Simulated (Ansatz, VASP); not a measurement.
## Sr in VASP and in Ansatz

```
Sr
1.0
     0.01521    3.04235    3.04235
     3.04235    0.01521    3.04235
     3.05756    3.05756    0.00000
Sr
1
Direct
  0.00000 0.00000 0.00000
```

Change from the starting cell: strain +0.0100 x Voigt [0, 0, 0, 0, 0, 1], atoms carried along.

Alike in both runs: task single point; functional PBEsol; k mesh 10 × 10 × 10; occupations gaussian, width 0.03 eV; no spin polarisation.

|  | VASP | Ansatz |
| --- | --- | --- |
| version | VASP 6.6.1 | Ansatz 0.2.0 |
| potentials or method | VASP PAW PBE potentials, release 64 (Sr_sv), cutoff 520 eV | scalar-relativistic, plane waves, PAW |
| valence electrons in the cell | 10 | 10 |

```tsv
	VASP	Ansatz	Ansatz less VASP
gap on the k mesh at the Fermi level (eV)	none	none	-
pressure (GPa)	-0.9	-0.9	-0.01
```

VASP's potentials were made for PBE, not for PBEsol. A gap of «none» marks a metal or a gap that the smearing closes. The functional is the same, so the differences come from potentials, cutoffs and numerics.
